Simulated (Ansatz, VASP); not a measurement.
Two plane-wave programs on Hf5C3

File INCAR:

```
PREC = Accurate
ENCUT = 600
EDIFF = 1E-6
ISMEAR = 0
SIGMA = 0.1
LREAL = F
LASPH = T
NELM = 60
ALGO = Normal
ISIF = 3
LWAVE = F
LCHARG = F
GGA = PE
IBRION = 2
NSW = 100
EDIFFG = -0.01
```

KPOINTS

```
regular mesh
0
Gamma
  10 10 2
```

POSCAR

```
Hf5C3
1.0
    3.0834960980      0.0000000000      0.0000000000
    0.0000000000      3.0834960980      0.0000000000
    0.0000000000      0.0000000000     14.4089430695
Hf C
5 3
Direct
    0.0000000000      0.0000000000      0.8171183228
    0.0000000000      0.0000000000      0.1828816772
    0.0000000000      0.0000000000      0.4090890889
    0.0000000000      0.0000000000      0.5909109111
    0.5000000000      0.5000000000      0.0000000000
    0.5000000000      0.5000000000      0.1545129539
    0.5000000000      0.5000000000      0.5000000000
    0.5000000000      0.5000000000      0.8454870461
```

Input for Ansatz:

```yaml
crystal:
  lattice:
    - [3.083496098, 0.0, 0.0]
    - [0.0, 3.083496098, 0.0]
    - [0.0, 0.0, 14.4089430695]
  atoms:
    - { symbol: Hf, position: [0.0, 0.0, 0.8171183228] }
    - { symbol: Hf, position: [0.0, 0.0, 0.1828816772] }
    - { symbol: Hf, position: [0.0, 0.0, 0.4090890889] }
    - { symbol: Hf, position: [0.0, 0.0, 0.5909109111] }
    - { symbol: Hf, position: [0.5, 0.5, 0.0] }
    - { symbol: C, position: [0.5, 0.5, 0.1545129539] }
    - { symbol: C, position: [0.5, 0.5, 0.5] }
    - { symbol: C, position: [0.5, 0.5, 0.8454870461] }
basis:
  ecutwfc: 420
kpoints:
  mp_grid: { grid: [10, 10, 2] }
hamiltonian:
  xc: pbe
scf:
  occupations: { method: gaussian, width: 0.1 }
output:
  forces: true
  stress: true
  eigenvalues: true
relax:
  adjacent_minimum: "off"
  f_tol: 0.01
  max_steps: 80
  cell: { stress_tol: 0.05 }
```

Change from the starting cell: species swapped into the Zn5Pd3 type (P4/mmm, No. 123).

Alike in both runs: task relaxation of cell and atoms; functional PBE; k mesh 10 × 10 × 2; occupations gaussian, width 0.1 eV; no spin polarisation.

|  | VASP | Ansatz |
| --- | --- | --- |
| version | VASP 6.6.1 | Ansatz 0.2.0 |
| potentials or method | VASP PAW PBE potentials, release 64 (Hf_pv, C), cutoff 600 eV | scalar-relativistic, plane waves, PAW |
| valence electrons in the cell | 62 | 142 |

Ansatz gave:

| Quantity | Value |
| --- | --- |
| gap on the k mesh at the Fermi level, each at its own relaxed structure (eV) | none |
| relaxed volume (Å³/atom) | 17.12 |
| relaxed cell length with the largest relative difference (Å) | 3.083 |

Question: What did VASP give for the same quantities?

Answer: gap on the k mesh at the Fermi level, each at its own relaxed structure (eV): none; relaxed volume (Å³/atom): 17.07; relaxed cell length with the largest relative difference (Å): 3.080.

A gap of «none» marks a metal or a gap that the smearing closes. VASP's potentials hold 62 valence electrons a cell and Ansatz's 142, so a difference there can come from the potentials and not from the codes.

Spin-orbit coupling is off throughout.
